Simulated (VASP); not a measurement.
# La2O3 (P-3m1) in VASP: a series of runs

La2O3 is run at these levels: PBE+D4; tasks: single point.

Everything below comes from runs of VASP 6.6.1. Logs are shortened: lines on timing, memory, paths and dates and some standing lists are left out, and cuts for length are marked.

**1. The cell of the first run**

Symmetry: P-3m1, No. 164, trigonal system. The conventional cell has a = 3.864 Å, b = 3.864 Å, c = 6.008 Å, α = 90.00°, β = 90.00°, γ = 120.00°. La (site symmetry 3m) has 7 O at 2.32 to 2.68 Å within 3.1 Å. O (site symmetry 3m) has 4 La at 2.32 to 2.40 Å and 6 O at 2.84 to 3.08 Å within 3.1 Å. O (site symmetry -3m) has 6 La at 2.68 Å and 6 O at 3.08 Å within 3.5 Å.

**2. Single point, PBE+D4**

File INCAR:

```
SYSTEM = La2O3
PREC = Accurate ; ENCUT = 520
EDIFF = 1E-7 ; ISMEAR = 0
SIGMA = 0.01 ; LREAL = .False.
LASPH = .True. ; NELM = 100
ALGO = Normal ; ISIF = 2
LWAVE = .False. ; LCHARG = .True.
GGA = PE ; IVDW = 13
LELF = .True. ; LVHAR = .True.
NBANDS = 28
```

File KPOINTS:

```
regular mesh
0
Gamma
  6 6 4
  0 0 0
```

File POSCAR:

```
La2O3
1.0
    3.8641417709      0.0000000000      0.0000000000
   -1.9320708855      3.3464443430      0.0000000000
    0.0000000000      0.0000000000      6.0083415429
La O
2 3
Direct
    0.6666666667      0.3333333333      0.7537640000
    0.3333333333      0.6666666667      0.2462360000
    0.6666666667      0.3333333333      0.3541090000
    0.3333333333      0.6666666667      0.6458910000
    0.0000000000      0.0000000000      0.0000000000
```

Potentials or basis: VASP PAW PBE potentials, release 64 (La, O).

Launch:

```bash
> cat potpaw_PBE.64/La/POTCAR potpaw_PBE.64/O/POTCAR > POTCAR
> mpirun -np 1 vasp_std > vasp.out
```

OUTCAR:

```text
SYSTEM = La2O3
   PREC = Accurate
   ENCUT = 520
   EDIFF = 1E-7
   ISMEAR = 0
   LREAL = .False.
   LASPH = .True.
   NELM = 100
   ISIF = 2
   GGA = PE
   IVDW = 13

 ion  position               nearest neighbor table
   1  0.667  0.333  0.754-   4 2.32   4 2.32   4 2.32   3 2.40   5 2.68   5 2.68   5 2.68
   2  0.333  0.667  0.246-   3 2.32   3 2.32   3 2.32   4 2.40   5 2.68   5 2.68   5 2.68
   3  0.667  0.333  0.354-   2 2.32   2 2.32   2 2.32   1 2.40
   4  0.333  0.667  0.646-   1 2.32   1 2.32   1 2.32   2 2.40
   5  0.000  0.000  0.000-   2 2.68   1 2.68   2 2.68   1 2.68   1 2.68   2 2.68

  LATTYP: Found a hexagonal cell.
 ALAT       =     3.8641417709
 C/A-ratio  =     1.5548967660

  Lattice vectors:

 A1 = (   3.8641417709,   0.0000000000,   0.0000000000)
 A2 = (  -1.9320708855,   3.3464443430,   0.0000000000)
 A3 = (   0.0000000000,   0.0000000000,   6.0083415429)

Analysis of symmetry for initial positions (statically):
=====================================================================
 Subroutine PRICEL returns:
 Original cell was already a primitive cell.

 Routine SETGRP: Setting up the symmetry group for a
 hexagonal supercell.

 Subroutine GETGRP returns: Found 12 space group operations
 (whereof 12 operations were pure point group operations)
 out of a pool of 24 trial point group operations.

The static configuration has the point symmetry D_3d.

Analysis of symmetry for dynamics (positions and initial velocities):
=====================================================================
 Subroutine PRICEL returns:
 Original cell was already a primitive cell.

 Routine SETGRP: Setting up the symmetry group for a
 hexagonal supercell.

 Subroutine GETGRP returns: Found 12 space group operations
 (whereof 12 operations were pure point group operations)
 out of a pool of 24 trial point group operations.

The dynamic configuration has the point symmetry D_3d.

 Subroutine INISYM returns: Found 12 space group operations
 (whereof 12 operations are pure point group operations),
 and found     1 'primitive' translations

----------------------------------------------------------------------------------------

                                     Primitive cell

  volume of cell :      77.6947

  direct lattice vectors                    reciprocal lattice vectors
     3.864141771  0.000000000  0.000000000     0.258789677  0.149412316  0.000000000
    -1.932070885  3.346444343  0.000000000     0.000000000  0.298824632  0.000000000
     0.000000000  0.000000000  6.008341543     0.000000000  0.000000000  0.166435279

  length of vectors
     3.864141771  3.864141256  6.008341543     0.298824592  0.298824632  0.166435279

  position of ions in fractional coordinates (direct lattice)
     0.666666667  0.333333333  0.753764000
     0.333333333  0.666666667  0.246236000
     0.666666667  0.333333333  0.354109000
     0.333333333  0.666666667  0.645891000
     0.000000000  0.000000000  0.000000000

  ion indices of the primitive-cell ions
   primitive index   ion index
                 1           1
                 2           2
                 3           3
                 4           4
                 5           5

----------------------------------------------------------------------------------------

 KPOINTS: regular mesh

Automatic generation of k-mesh.
 Grid dimensions read from file:
 generate k-points for:    6    6    4

 Generating k-lattice:

  Cartesian coordinates                     Fractional coordinates (reciprocal lattice)
     0.043131613  0.024902053  0.000000000     0.166666667  0.000000000  0.000000000
     0.000000000  0.049804105  0.000000000     0.000000000  0.166666667  0.000000000
     0.000000000  0.000000000  0.041608820     0.000000000  0.000000000  0.250000000

  Length of vectors
     0.049804099  0.049804105  0.041608820

  Shift w.r.t. Gamma in fractional coordinates (k-lattice)
     0.000000000  0.000000000  0.000000000

 Subroutine IBZKPT returns following result:
 ===========================================

 Found     24 irreducible k-points:

 Following reciprocal coordinates:
            Coordinates               Weight
  0.000000  0.000000  0.000000      1.000000
  0.166667 -0.000000  0.000000      6.000000
  0.333333 -0.000000  0.000000      6.000000
  0.500000  0.000000  0.000000      3.000000
  0.166667  0.166667  0.000000      6.000000
  0.333333  0.166667  0.000000     12.000000
[... 16 lines left out ...]
  0.333333  0.166667  0.500000     12.000000
  0.333333  0.333333  0.500000      2.000000
   k-points           NKPTS =     24   k-points in BZ     NKDIM =     24   number of bands    NBANDS=     28
   number of dos      NEDOS =    301   number of ions     NIONS =      5
   total plane-waves  NPLWV =  43200
   dimension x,y,z NGX =    30 NGY =   30 NGZ =   48
   dimension x,y,z NGXF=    60 NGYF=   60 NGZF=   96
   ions per type =               2   3
   NGX,Y,Z   is equivalent  to a cutoff of  12.91, 12.91, 13.28 a.u.
   NGXF,Y,Z  is equivalent  to a cutoff of  25.81, 25.81, 26.56 a.u.
 SYSTEM =  La2O3
   PREC   = accura    normal or accurate (medium, high low for compatibility)
   ISTART =      0    job   : 0-new  1-cont  2-samecut
   ICHARG =      2    charge: 1-file 2-atom 10-const
   ISPIN  =      1    spin polarized calculation?
   LNONCOLLINEAR =      F non collinear calculations
   LSORBIT =      F    spin-orbit coupling
   LASPH  =      T    aspherical Exc in radial PAW
   ENCUT  =  520.0 eV  38.22 Ry    6.18 a.u.   7.18  7.18 11.17*2*pi/ulx,y,z
   NELM   =    100;   NELMIN=  2; NELMDL= -5     # of ELM steps
   EDIFF  = 0.1E-06   stopping-criterion for ELM
   LREAL  =      F    real-space projection
   EDIFFG = 0.1E-05   stopping-criterion for IOM
   NSW    =      0    number of steps for IOM
   IBRION =     -1    ionic relax: 0-MD 1-quasi-New 2-CG
   NFREE  =      0    steps in history (QN), initial steepest desc. (CG)
   ISIF   =      2    stress and relaxation
   ISYM   =      2    0-nonsym 1-usesym 2-fastsym
   POTIM  = 0.5000    time-step for ionic-motion
   TEBEG  =    0.0;   TEEND  =   0.0 temperature during run
   PSTRESS=    0.0 pullay stress
   NELECT =      40.0000    total number of electrons
   NUPDOWN=      -1.0000    fix difference up-down
   EMIN   =  10.00;   EMAX   =-10.00  energy-range for DOS
   EFERMI =   0.00;   METHOD = LEGACY
   ISMEAR =     0;   SIGMA  =   0.01  broadening in eV -4-tet -1-fermi 0-gaus
   EFERMI_NEDOS =   21; number of points for ismear=-14 and -15
   IALGO  =     38    algorithm
   IMIX   =      4    mixing-type and parameters
     AMIX     =   0.40;   BMIX     =  1.00
     AMIX_MAG =   1.60;   BMIX_MAG =  1.00
  volume/ion in A,a.u.               =      15.54       104.86
  Fermi-wavevector in a.u.,A,eV,Ry     =   1.312092  2.479495 23.423604  1.721586
  Thomas-Fermi vector in A             =   2.442509
   LORBIT       =      0    0 simple, 1 ext, 2 COOP (PROOUT), +10 PAW based schemes
   GGA     = PE    functional components
   LHFCALC =     F    Hartree Fock is set to
   AEXX    =    0.0000 exact exchange contribution
   IVDW    =    13    specifies the selected vdW correction
   LEPSILON=     F    determine dielectric tensor
   LRPA    =     F    only Hartree local field effects (RPA)
 non-spin polarized calculation
 Gauss-broadening in eV      SIGMA  =   0.01
  energy-cutoff  :      520.00
  volume of cell :       77.69
 maximum number of plane-waves:      2106
 NGX is ok and might be reduce to    30
   NGX = 15   NGY = 15   NGZ = 23

 number of electron      40.0000003 magnetization

 Free energy of the ion-electron system (eV)
  ---------------------------------------------------
  ext. energy  EPLUGINS =         0.00000000
  ---------------------------------------------------
  free energy    TOTEN  =       -41.67735983 eV

  energy without entropy =      -41.67735983  energy(sigma->0) =      -41.67735983

 E-fermi :   6.5812     XC(G=0): -10.7273

 val. band max:        6.5157293270   @ k =   0.5000   0.0000   0.5000
 cond. band min:      10.3884066148   @ k =   0.3333   0.3333   0.0000
 fundamental gap:      3.8726772878
 Fermi energy:         6.5812427109

 k-point     1 :       0.0000    0.0000    0.0000
  band No.  band energies     occupation
      1     -23.1720      2.00000
      2     -22.8614      2.00000
      3     -10.6699      2.00000
      4      -9.3474      2.00000
      5      -8.8251      2.00000
      6      -6.6181      2.00000
[... 20 lines left out ...]
     27      12.1567      0.00000
     28      12.4393      0.00000

 k-point     2 :       0.1667   -0.0000    0.0000
  band No.  band energies     occupation
      1     -23.1132      2.00000
      2     -22.8376      2.00000
      3     -10.6750      2.00000
      4      -9.8438      2.00000
      5      -9.1660      2.00000
      6      -6.7439      2.00000
[... 20 lines left out ...]
     27      12.2955      0.00000
     28      12.3865      0.00000

 k-point     3 :       0.3333   -0.0000    0.0000
  band No.  band energies     occupation
      1     -22.9814      2.00000
      2     -22.8002      2.00000
      3     -10.8794      2.00000
      4     -10.6321      2.00000
      5      -9.2367      2.00000
      6      -6.9606      2.00000
[... 20 lines left out ...]
     27      12.2244      0.00000
     28      12.2426      0.00000

 k-point     4 :       0.5000    0.0000    0.0000
  band No.  band energies     occupation
      1     -22.8976      2.00000
      2     -22.7971      2.00000
      3     -11.0126      2.00000
      4     -11.0066      2.00000
      5      -9.0265      2.00000
      6      -7.3403      2.00000
[... 578 lines left out ...]
     27      12.1790      0.00000
     28      12.2987      0.00000

 k-point    23 :       0.3333    0.1667    0.5000
  band No.  band energies     occupation
      1     -22.8557      2.00000
      2     -22.8385      2.00000
      3     -11.1482      2.00000
      4     -10.9438      2.00000
      5      -9.1365      2.00000
      6      -7.0940      2.00000
[... 20 lines left out ...]
     27      12.1822      0.00000
     28      12.2006      0.00000

 k-point    24 :       0.3333    0.3333    0.5000
  band No.  band energies     occupation
      1     -22.8247      2.00000
      2     -22.8247      2.00000
      3     -11.1016      2.00000
      4     -11.1016      2.00000
      5      -9.4105      2.00000
      6      -7.3310      2.00000
[... 20 lines left out ...]
     27      12.1641      0.00000
     28      12.2072      0.00000

------------------------ aborting loop because EDIFF is reached ----------------------------------------

  DFT-D4 for vdW energy calculation

  Edisp (eV):   -1.37519

  FORCE on cell =-STRESS in cart. coord.  units (eV):
  Direction    XX          YY          ZZ          XY          YZ          ZX
  --------------------------------------------------------------------------------------
  -------------------------------------------------------------------------------------
  Total       3.21138     3.21138     2.57573    -0.00000     0.00000    -0.00000
  in kB      66.22340    66.22338    53.11526    -0.00000     0.00000    -0.00000
  external pressure =       61.85 kB  Pullay stress =        0.00 kB

 VOLUME and BASIS-vectors are now :
 -----------------------------------------------------------------------------
  energy-cutoff  :      520.00
  volume of cell :       77.69
      direct lattice vectors                 reciprocal lattice vectors
     3.864141771  0.000000000  0.000000000     0.258789677  0.149412316  0.000000000
    -1.932070885  3.346444343  0.000000000     0.000000000  0.298824632  0.000000000
     0.000000000  0.000000000  6.008341543     0.000000000  0.000000000  0.166435279

 POSITION                                       TOTAL-FORCE (eV/Angst)
 -----------------------------------------------------------------------------------
      1.93207      1.11548      4.52887         0.000000      0.000000      0.357827
     -0.00000      2.23096      1.47947         0.000000     -0.000000     -0.357827
      1.93207      1.11548      2.12761         0.000000      0.000000      0.036512
     -0.00000      2.23096      3.88073        -0.000000     -0.000000     -0.036512
      0.00000      0.00000      0.00000         0.000000      0.000000     -0.000000
 -----------------------------------------------------------------------------------
    total drift:                               -0.000000      0.000000      0.000000

  FREE ENERGIE OF THE ION-ELECTRON SYSTEM (eV)
  ---------------------------------------------------
  free  energy   TOTEN  =       -43.0525468803 eV

  energy  without entropy=      -43.0525468803  energy(sigma->0) =      -43.05254688
```

Run time: 53 s. Hardware: 1 thread of AMD EPYC 9R45 (Zen 5), shared host; peak memory 0.2 GiB.

What came out:

```
Free energy                : -43.0525 eV
Pressure                   : 6.2 GPa
Largest force              : 0.358 eV/Å
Band gap on the k mesh     : 3.87 eV, indirect (least direct gap 3.94 eV)
Dispersion energy per atom : -0.275 eV
```

Forces on the atoms (eV/Å):
```
La   0.000  0.000  0.358
La   0.000  0.000 -0.358
O    0.000  0.000  0.037
O    0.000  0.000 -0.037
O    0.000  0.000  0.000
```

Stress tensor (GPa, compression positive):
```
6.62 0.00 0.00
0.00 6.62 0.00
0.00 0.00 5.31
```

Levels at points of the mesh, in eV from the valence-band top:
| k point | band 18 | band 19 | band 20 | band 21 | band 22 | band 23 |
| --- | --- | --- | --- | --- | --- | --- |
| (0.00, 0.00, 0.00) | -0.46 | -0.46 | -0.19 | 4.43 | 4.71 | 4.71 |
| (0.50, 0.00, 0.00) | -0.72 | -0.40 | -0.35 | 3.92 | 4.87 | 5.40 |
| (0.00, 0.00, 0.50) | -0.88 | -0.33 | -0.33 | 4.85 | 4.88 | 4.88 |
| (0.50, 0.00, 0.50) | -0.78 | -0.37 | 0.00 | 4.54 | 4.74 | 5.27 |

Caveat: spin-orbit coupling is left out, which moves the levels of the heavy elements.

**3. Single point, PBE+D4**

This run uses another cell than the first one, of 16.03 Å³/atom, 1.032 times its volume.

File INCAR:

```
PREC     = Accurate       # precision mode
ENCUT    = 520            # plane-wave cutoff, eV
EDIFF    = 1E-6           # SCF threshold, eV
ISMEAR   = 0              # smearing method
SIGMA    = 0.01           # smearing width, eV
LREAL    = F              # projectors in reciprocal space
LASPH    = T              # aspherical terms in the spheres
NELM     = 80             # most SCF steps
ALGO     = Normal         # electronic algorithm
ISIF     = 2              # what is computed and relaxed
LWAVE    = F              # write WAVECAR
LCHARG   = F              # write CHGCAR
GGA      = PE             # functional
IVDW     = 13             # dispersion correction
NBANDS   = 28             # bands
```

File KPOINTS:

```
Automatic mesh
0
Gamma
  6 6 4
```

Edit POSCAR of step 2 so:

```diff
@@ -2,5 +2,5 @@
 1.0
-    3.8641417709      0.0000000000      0.0000000000
-   -1.9320708855      3.3464443430      0.0000000000
-    0.0000000000      0.0000000000      6.0083415429
+    3.9043961447      0.0000000000      0.0000000000
+   -1.9521980723      3.3813056472      0.0000000000
+    0.0000000000      0.0000000000      6.0709329385
 La O
```

Potentials or basis: VASP PAW PBE potentials, release 64 (La, O).

Launch:

```bash
> cat potpaw_PBE.64/La/POTCAR potpaw_PBE.64/O/POTCAR > POTCAR
> mpirun -np 1 vasp_std > vasp.out
```

Run time: 48 s. Hardware: 1 thread of AMD EPYC 9R45 (Zen 5), shared host; peak memory 0.19 GiB.

The run converged. Its results:

| Quantity | Value |
| --- | --- |
| Free energy | -43.1126 eV |
| Pressure | 1.5 GPa |
| Largest force | 0.107 eV/Å |
| Band gap on the k mesh | 3.87 eV, indirect (least direct gap 3.97 eV) |
| Dispersion energy per atom | -0.266 eV |

Forces in eV/Å, atoms in the order of the input:
```
La   0.000  0.000  0.107
La   0.000  0.000 -0.107
O    0.000  0.000  0.000
O    0.000  0.000  0.000
O    0.000  0.000  0.000
```

Stress tensor (GPa, compression positive):
```
1.55 0.00 0.00
0.00 1.55 0.00
0.00 0.00 1.37
```

Levels at points of the mesh, in eV from the valence-band top:
```
           k point  band 18  band 19  band 20  band 21  band 22  band 23
(0.00, 0.00, 0.00)    -0.41    -0.41    -0.14     4.36     4.64     4.64
(0.50, 0.00, 0.00)    -0.68    -0.41    -0.32     3.89     4.78     5.26
(0.00, 0.00, 0.50)    -0.82    -0.30    -0.30     4.76     4.79     4.79
(0.50, 0.00, 0.50)    -0.74    -0.37     0.00     4.46     4.67     5.14
```

Caveat: spin-orbit coupling is left out, which moves the levels of the heavy elements.
